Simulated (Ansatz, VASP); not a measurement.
## HfO2: VASP beside Ansatz

```
Hf O
1.0
     3.21960    0.00000    0.00000
    -1.60980    2.78826    0.00000
     0.00000    0.00000    5.04218
Hf O
1 2
Direct
  0.00000 0.00000 0.00000
  0.33333 0.66667 0.19130
  0.66667 0.33333 0.80870
```

Alike in both runs: task relaxation of cell and atoms; functional PBEsol; k mesh 12 × 12 × 6; occupations gaussian, width 0.05 eV; no spin polarisation.

```csv
,VASP,Ansatz
version,VASP 6.6.1,Ansatz 0.2.0
potentials or method,"VASP PAW PBE potentials, release 64 (Hf_pv, O), cutoff 600 eV","scalar-relativistic, plane waves, PAW"
valence electrons in the cell,22,38
```

VASP gave:

* gap on the k mesh at the Fermi level, each at its own relaxed structure (eV): 4.78
* relaxed volume (Å³/atom): 14.94
* relaxed cell length with the largest relative difference (Å): 5.031

What did Ansatz give for the same quantities?

gap on the k mesh at the Fermi level, each at its own relaxed structure (eV): 4.72; relaxed volume (Å³/atom): 15.27; relaxed cell length with the largest relative difference (Å): 5.107.

VASP's potentials were made for PBE, not for PBEsol. VASP's potentials hold 22 valence electrons a cell and Ansatz's 38, so a difference there can come from the potentials and not from the codes.

Spin-orbit coupling is off throughout.
